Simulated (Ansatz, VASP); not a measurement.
# Al: VASP beside Ansatz

```
CELL_PARAMETERS angstrom
0.00000 2.02398 2.02398
2.02398 0.00000 2.02398
2.02398 2.02398 0.00000
ATOMIC_POSITIONS crystal
Al 0.00000 0.00000 0.00000
```

Alike in both runs: task electric field gradients; functional LDA; k mesh 17 × 17 × 17; occupations fermi-dirac, width 0.03 eV; no spin polarisation.

|  | VASP | Ansatz |
| --- | --- | --- |
| version | VASP 6.6.1 | Ansatz 0.2.0 |
| potentials or method | VASP PAW LDA potentials, release 64 (Al), cutoff 520 eV | all-electron PAW with datasets made for the crystal, scalar-relativistic |

```tsv
	VASP	Ansatz	Ansatz less VASP
pressure (GPa)	-3.6	-3.6	-0.03
```

LDA's correlation is that of Perdew and Zunger in VASP and of Perdew and Wang (1992) in Ansatz. Ansatz ran all-electron here, and VASP with PAW potentials.
